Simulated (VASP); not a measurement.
**Mg: single point with PBEsol**

The system is Mg.

```xyz
3
Lattice="5.2784 0.0000 0.0000 -2.6392 4.5712 0.0000 0.0000 0.0000 3.2359" Properties=species:S:1:pos:R:3 pbc="T T T"
Mg    0.0000    0.0000    0.0000
Mg    0.0000    3.0475    1.6179
Mg    2.6392    1.5237    1.6179
```

This isn't the form of Mg at room conditions, which is hcp.

```yaml
Program: VASP 6.6.1
Task: single point
Functional: PBEsol
Potentials_or_basis: VASP PAW PBE potentials, release 64 (Mg)
Cutoff: 520 eV
k_mesh: 6 × 6 × 6
Occupations: gaussian, width 0.1 eV
Spin: no spin polarisation
Dipole_correction: no
Further_INCAR_settings: ALGO = Normal; EDIFF = 1e-06; NBANDS = 10
```

```yaml
Pressure: -3.7 GPa
Band_gap_on_the_k_mesh: zero (bands 3 and 4 overlap by 4.11 eV)
```

Stress tensor (GPa, compression positive):
```
-3.00  0.00  0.00
 0.00 -3.00  0.00
 0.00  0.00 -4.97
```

Levels at points of the mesh, in eV from the Fermi level:
```csv
k point,band 1,band 2,band 3,band 4,band 5,band 6,band 7,band 8
"(0.00, 0.00, 0.00)",-6.43,0.31,0.31,0.37,0.37,1.10,1.14,7.07
"(0.50, 0.00, 0.00)",-4.64,-4.64,-1.32,-0.94,5.29,5.42,5.83,5.86
"(0.00, 0.00, 0.50)",-3.06,-2.71,3.17,3.17,3.52,3.52,3.60,3.94
"(0.50, 0.00, 0.50)",-1.43,-1.20,-1.10,-0.86,1.69,2.35,2.57,2.59
```

Wall time 19 s on 1 thread of Oxide Virtual Turin-like Processor (shared host), peak memory 0.15 GiB.

Caveat: the cell stands under tension; the PAW data sets were made with another functional, which shifts forces and pressure a little.
